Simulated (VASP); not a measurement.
# TaN (P-6m2) in VASP: vibrations by perturbation theory with LDA

Aim: the vibrations by perturbation theory of TaN with LDA.

All numbers are computed with VASP 6.6.1; they aren't measurements. Logs are shortened: lines on timing, memory, paths and dates and some standing lists are left out, and cuts for length are marked.

### 1 The cell of the first run

The structure is hexagonal, space group P-6m2 (No. 187). Conventional cell: a = 2.938 Å, b = 2.938 Å, c = 2.883 Å, α = 90.00°, β = 90.00°, γ = 120.00°. Ta (site symmetry -6m2) has 6 N at 2.23 Å and 8 Ta at 2.88 to 2.94 Å within 3.0 Å. Within 3.0 Å of N (site symmetry -6m2) lie 6 Ta at 2.23 Å and 8 N at 2.88 to 2.94 Å.

### 2 Vibrations by perturbation theory, LDA

INCAR reads:

```
SYSTEM = TaN
PREC = Accurate
ENCUT = 520
EDIFF = 1E-8
ISMEAR = 1
SIGMA = 0.1
LREAL = .FALSE.
LASPH = .TRUE.
NELM = 100
ALGO = Normal
ISIF = 2
LWAVE = .FALSE.
LCHARG = .FALSE.
IBRION = 8
NSW = 1
```

KPOINTS reads:

```
regular mesh
0
G
  12 12 10
  0 0 0
```

POSCAR reads:

```
TaN
1.0
    2.9380000000      0.0000000000      0.0000000000
   -1.4690000000      2.5443830000      0.0000000000
    0.0000000000      0.0000000000      2.8830000000
Ta N
1 1
Direct
    0.3333333333      0.6666666667      0.5000000000
    0.0000000000      0.0000000000      0.0000000000
```

Potentials or basis: VASP PAW LDA potentials, release 64 (Ta_pv, N).

The run is started by

```bash
$ cat potpaw_LDA.64/Ta_pv/POTCAR potpaw_LDA.64/N/POTCAR > POTCAR
$ mpirun -np 1 vasp_std > vasp.out
```

OUTCAR:

```text
SYSTEM = TaN
   PREC = Accurate
   ENCUT = 520
   EDIFF = 1E-8
   ISMEAR = 1
   LREAL = .FALSE.
   LASPH = .TRUE.
   NELM = 100
   ISIF = 2
   IBRION = 8
   NSW = 1

 ion  position               nearest neighbor table
   1  0.333  0.667  0.500-   2 2.23   2 2.23   2 2.23   2 2.23   2 2.23   2 2.23
   2  0.000  0.000  0.000-   1 2.23   1 2.23   1 2.23   1 2.23   1 2.23   1 2.23

  LATTYP: Found a hexagonal cell.
 ALAT       =     2.9380000000
 C/A-ratio  =     0.9812797822

  Lattice vectors:

 A1 = (   2.9380000000,   0.0000000000,   0.0000000000)
 A2 = (  -1.4690000000,   2.5443830000,   0.0000000000)
 A3 = (   0.0000000000,   0.0000000000,   2.8830000000)

Analysis of symmetry for initial positions (statically):
=====================================================================
 Subroutine PRICEL returns:
 Original cell was already a primitive cell.

 Routine SETGRP: Setting up the symmetry group for a
 hexagonal supercell.

 Subroutine GETGRP returns: Found 12 space group operations
 (whereof 12 operations were pure point group operations)
 out of a pool of 24 trial point group operations.

The static configuration has the point symmetry D_3h.

Analysis of symmetry for dynamics (positions and initial velocities):
=====================================================================
 Subroutine PRICEL returns:
 Original cell was already a primitive cell.

 Routine SETGRP: Setting up the symmetry group for a
 hexagonal supercell.

 Subroutine GETGRP returns: Found 12 space group operations
 (whereof 12 operations were pure point group operations)
 out of a pool of 24 trial point group operations.

The dynamic configuration has the point symmetry D_3h.

 Subroutine INISYM returns: Found 12 space group operations
 (whereof 12 operations are pure point group operations),
 and found     1 'primitive' translations

[... 520 lines left out ...]
  Total       -1.2577276     -1.2577279     -1.4409337      0.0000000      0.0000000      0.0000000
  in kB      -93.5014289    -93.5014556   -107.1212570      0.0000000      0.0000000      0.0000000
  external PRESSURE =     -98.0413805 kB  Pullay stress =       0.0000000 kB

 VOLUME and BASIS-vectors are now :
 -----------------------------------------------------------------------------
  energy-cutoff  :      520.00
  volume of cell :       21.55
      direct lattice vectors                 reciprocal lattice vectors
     2.938000000  0.000000000  0.000000000     0.340367597  0.196511296  0.000000000
    -1.469000000  2.544383000  0.000000000     0.000000000  0.393022591  0.000000000
     0.000000000  0.000000000  2.883000000     0.000000000  0.000000000  0.346860909

 POSITION                                       TOTAL-FORCE (eV/Angst)
 -----------------------------------------------------------------------------------
     -0.00000      1.69626      1.44150         0.000000     -0.000000      0.000000
      0.00000      0.00000      0.00000        -0.000000      0.000000      0.000000
 -----------------------------------------------------------------------------------
    total drift:                                0.000000      0.000005     -0.000000

  FREE ENERGIE OF THE ION-ELECTRON SYSTEM (eV)
  ---------------------------------------------------
  free  energy   TOTEN  =       -24.7008247064 eV

  energy  without entropy=      -24.7008746766  energy(sigma->0) =      -24.70084136

[... ionic steps 2 to 3 ...]

--------------------------------------- Ionic step        4  -------------------------------------------

------------------------ aborting loop because EDIFF is reached ----------------------------------------
[... 11 lines left out ...]
[... ionic steps 8 to 8 ...]

--------------------------------------- Ionic step        9  -------------------------------------------

 Free energy of the ion-electron system (eV)
  ---------------------------------------------------
  ---------------------------------------------------
  free energy    TOTEN  =        -0.23043176 eV

  energy without entropy =       -0.23043176

------------------------ aborting loop because EDIFF is reached ----------------------------------------

 INTERNAL STRAIN TENSOR  FOR ION    2  DIRECTION 3   (eV/Angst):
 -----------------------------------------------------------------------------
     0.00198 -0.00000  0.00000
    -0.00000  0.00198 -0.00000
     0.00000  0.00000  0.01082

 INTERNAL STRAIN TENSOR FOR ION    2 for displacements in x,y,z  (eV/Angst):
          X           Y           Z          XY          YZ          ZX
  --------------------------------------------------------------------------------
  x     0.00000     0.00000     0.00000    -1.19815     0.00000     0.00000
  y    -1.19815     1.19815     0.00000     0.00000     0.00000     0.00000
  z     0.00000     0.00000     0.00000    -0.00000     0.00000     0.00000

 SECOND DERIVATIVES (NOT SYMMETRIZED)
 ------------------------------------
               1X          1Y          1Z          2X          2Y          2Z
  1X   -12.825556    0.000000    0.000000   12.825556    0.000000    0.000000
  1Y     0.000000  -12.825560    0.000000    0.000000   12.825560    0.000000
  1Z    -0.000000    0.000000  -13.499799    0.000000    0.000000   13.499799
  2X    12.822643   -0.000000    0.000000  -12.822643    0.000000    0.000000
  2Y     0.000000   12.822646    0.000000   -0.000000  -12.822646    0.000000
  2Z     0.000000    0.000000   13.502622    0.000000   -0.000000  -13.502622

 Eigenvectors and eigenvalues of the dynamical matrix
 ----------------------------------------------------

   1 f  =   15.935313 THz   100.124525 2PiTHz  531.544828 cm-1    65.903130 meV
             X         Y         Z           dx          dy          dz
     -0.000000  1.696255  1.441500    -0.000000    0.000000   -0.267964
      0.000000  0.000000  0.000000    -0.000000   -0.000000    0.963429
[... 21 lines left out ...]
   6 f/i=    0.000456 THz     0.002862 2PiTHz    0.015194 cm-1     0.001884 meV
             X         Y         Z           dx          dy          dz
     -0.000000  1.696255  1.441500     0.010973   -0.963351    0.000000
      0.000000  0.000000  0.000000     0.003053   -0.268001    0.000000

--------------------------------------------------------------------------------------------------------

 ELASTIC MODULI CONTR FROM IONIC RELAXATION (kBar)
 Direction    XX          YY          ZZ          XY          YZ          ZX
 --------------------------------------------------------------------------------
 XX          -2.1144      2.1144      0.0000     -0.0000      0.0000      0.0000
 YY           2.1144     -2.1144      0.0000      0.0000      0.0000      0.0000
 ZZ           0.0000      0.0000      0.0000      0.0000      0.0000      0.0000
 XY          -0.0000      0.0000      0.0000     -2.1144      0.0000      0.0000
 YZ           0.0000      0.0000      0.0000      0.0000      0.0000      0.0000
 ZX           0.0000      0.0000      0.0000      0.0000      0.0000      0.0000
 --------------------------------------------------------------------------------
```

OSZICAR:

```text
N       E                     dE             d eps       ncg     rms          rms(c)
DAV:   1     0.887992926760E+02    0.88799E+02   -0.92941E+03  2736   0.141E+03
DAV:   2    -0.235948015870E+02   -0.11239E+03   -0.10574E+03  3120   0.336E+02
[... 85 lines left out ...]
RMM:   7    -0.230429183455E+00    0.84517E-05   -0.16961E-06  6679   0.352E-03    0.419E-04
RMM:   8    -0.230432815056E+00   -0.36316E-05   -0.64312E-07  7155   0.128E-03    0.225E-04
RMM:   9    -0.230432150386E+00    0.66467E-06   -0.12088E-07  6967   0.396E-04    0.398E-05
RMM:  10    -0.230431686991E+00    0.46339E-06   -0.73231E-08  7373   0.139E-04    0.130E-05
RMM:  11    -0.230431762545E+00   -0.75553E-07   -0.14905E-08  6997   0.379E-05    0.502E-06
RMM:  12    -0.230431756859E+00    0.56855E-08   -0.35332E-09  7473   0.120E-05    0.970E-07
 Linear response finished
```

Run time: 6.7 min. Hardware: 1 thread of Intel Xeon 8259CL, shared host; peak memory 0.38 GiB.

Results:

```
Highest phonon frequency at Γ : 532 cm⁻¹
```

Phonon frequencies in cm⁻¹ (negative: imaginary):
```
              q point        frequencies
(0.000, 0.000, 0.000)  0 0 0 518 518 532
```

Caveat: the cell stands under pressure or tension, which shifts response properties; spin-orbit coupling is left out, which moves the levels of the heavy elements.
